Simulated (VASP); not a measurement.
SrTiO3, 5 atoms in the cell. The structure is trigonal, space group R-3m (No. 166). The conventional cell has a = 5.467 Å, b = 5.467 Å, c = 6.899 Å, α = 90.00°, β = 90.00°, γ = 120.00°. Sr (site symmetry -3m) has 12 O at 2.73 to 2.79 Å and 8 Ti at 3.36 to 3.45 Å within 3.6 Å. Within 2.6 Å of Ti (site symmetry -3m) lie 6 O at 1.95 Å. O (site symmetry 2/m) has 2 Ti at 1.95 Å within 2.6 Å.  This cell differs from its parent crystal: equal xy, yz and zx shear strains of +2 %.

| Quantity | Value |
| --- | --- |
| Program | VASP 6.6.1 |
| Task | single point |
| Functional | PBEsol |
| Potentials or basis | VASP PAW PBE potentials, release 64 (Sr_sv, Ti_sv, O) |
| Cutoff | 520 eV |
| k mesh | 7 × 7 × 7 |
| Occupations | fermi-dirac, width 0.05 eV |
| Spin | no spin polarisation |
| Dipole correction | no |
| Further INCAR settings | ALGO = Normal; EDIFF = 1e-06; NBANDS = 28 |

Potentials or basis: VASP PAW PBE potentials, release 64 (Sr_sv, Ti_sv, O).

Command:

```sh
$ cat potpaw_PBE.64/Sr_sv/POTCAR potpaw_PBE.64/Ti_sv/POTCAR potpaw_PBE.64/O/POTCAR > POTCAR
$ mpirun -np 1 vasp_std > vasp.out
```

Hardware: 1 thread of Intel Xeon 8259CL, on a shared host.

Problem. How long does it take, and how much memory?

Solution. Wall time 2.1 min on 1 thread of Intel Xeon 8259CL, on a shared host, peak memory 0.22 GiB. Counts: scf iterations 17, k points 44.
